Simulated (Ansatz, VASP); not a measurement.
## TaN: VASP beside Ansatz

```
Ta N
1.0
     3.03980    0.00000    0.00000
    -1.51990    2.63254    0.00000
     0.00000    0.00000    4.92348
Ta N
2 2
Direct
  0.33333 0.66667 0.00000
  0.66667 0.33333 0.50000
  0.33333 0.66667 0.38500
  0.66667 0.33333 0.88500
```

Change from the starting cell: volume scaled by 0.99, PAW files.

Alike in both runs: task electric field gradients; functional PBE; k mesh 9 × 9 × 5; occupations fermi-dirac, width 0.01 eV; no spin polarisation.

```csv
,VASP,Ansatz
version,VASP 6.6.1,Ansatz 0.2.0
potentials or method,"VASP PAW PBE potentials, release 64 (Ta_pv, N)","PAW with Ansatz's default frozen-core files, scalar-relativistic"
plane-wave cutoff (eV),520,420
valence electrons in the cell,32,36
```

```csv
,VASP,Ansatz,Ansatz less VASP
pressure (GPa),148.0,144.7,-3.31
"traceless stress, the component that is largest in VASP (GPa)",-17.60,-17.24,+0.360
rms of the force components (eV/Å),1.380,1.361,-0.0188
size of Vzz on the site where it differs most (V/Å²),124.6,130.7,+6.10
```

Atom by atom the forces differ by 0.019 eV/Å (rms over components). Both programs put the cell under a high pressure, so it lies far from rest at this level. The functional is the same, so the differences come from potentials, cutoffs and numerics. VASP's potentials hold 32 valence electrons a cell and Ansatz's 36, so a difference there can come from the potentials and not from the codes.

Neither program's run includes spin-orbit coupling. Noted on VASP's run: the cell as given lies far from equilibrium.
